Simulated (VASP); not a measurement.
Runs of VASP 6.6.1 on BaS. The structure is that of space group Pm-3m (No. 221), or close to it. The cells are those of the table. 

| level | cell | gap on the mesh (eV) | pressure (GPa) |
| --- | --- | --- | --- |
| r2SCAN | a = 3.795 Å, 2 atoms | 1.76 | (c) |
| PBE | a = 3.803 Å, 2 atoms | 1.40 | 2.5 |
| PBE | a = 3.879 Å, 2 atoms | (b) | -0.5 |
| r2SCAN | a = 3.755 Å, 2 atoms | 1.71 | 4.8 |
| r2SCAN | a = 3.872 Å, 2 atoms | 1.85 | -0.5 |
| PBE | a = 3.834 Å, 2 atoms | 1.43 | 1.2 |
| r2SCAN | a = 3.834 Å, 2 atoms | 1.81 | 1.0 |
| PBE | a = 3.917 Å, 2 atoms | 1.53 | -1.6 |
| r2SCAN | a = 3.909 Å, 2 atoms | (a) | -1.8 |
| PBE | a = 3.841 Å, 2 atoms | 1.45 | 0.9 |
| PBE | a = 3.763 Å, 2 atoms | 1.34 | 4.4 |

Alike in all rows: task single point; potentials or basis VASP PAW PBE potentials, release 64 (Ba_sv, S); no spin polarisation; k mesh 6 × 6 × 6; cutoff (eV) 520; smearing gaussian 0.01 eV.

Problem. Estimate the missing entries.

Solution. (a) 1.89; (b) 1.49; (c) 2.7.

Caveats: spin-orbit coupling is left out, which moves the levels of the heavy elements; the PAW data sets were made with another functional, which shifts forces and pressure a little (some runs).

A k mesh can miss the band edges, and the runs leave out spin-orbit coupling on Ba.
